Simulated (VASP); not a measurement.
The system is AlN.

```
Al N
1.0
     3.15040    0.00000    0.00000
    -1.57520    2.72833    0.00000
     0.00000    0.00000    4.54810
Al N
2 2
Direct
  0.33333 0.66667 0.00152
  0.66667 0.33333 0.50152
  0.33333 0.66667 0.38348
  0.66667 0.33333 0.88348
```

| Quantity | Value |
| --- | --- |
| Program | VASP 6.6.1 |
| Task | relaxation of the atoms |
| Functional | LDA |
| Potentials or basis | VASP PAW LDA potentials, release 64 (Al, N) |
| Cutoff | 520 eV |
| k mesh | 9 × 9 × 6 |
| Occupations | gaussian, width 0.05 eV |
| Spin | no spin polarisation |

At the start: pressure 13.0 GPa; volume 9.77 Å³/atom.

Q: How do energy, volume and symmetry change on relaxing?

A: Over 5 steps the energy falls by 65.8 meV/atom; space group P6_3mc (No. 186, to 0.05 Å).

The path:
| step | energy change (eV) | largest force (eV/Å) | pressure (GPa) |
| --- | --- | --- | --- |
| 1 | 0.0000 | 2.3333 | 13.03 |
| 2 | -0.1876 | 0.6923 | 5.70 |
| 3 | -0.2633 | 0.0133 | 7.28 |
| 4 | -0.2633 | 0.0160 | 7.21 |
| 5 | -0.2633 | 0.0012 | 7.24 |

Final structure:
```xyz
4
Lattice="3.1504 0.0000 0.0000 -1.5752 2.7283 0.0000 0.0000 0.0000 4.5481" Properties=species:S:1:pos:R:3 pbc="T T T"
Al    0.0000    1.8189    4.4896
Al    1.5752    0.9094    2.2156
N     0.0000    1.8189    1.8095
N     1.5752    0.9094    4.0835
```
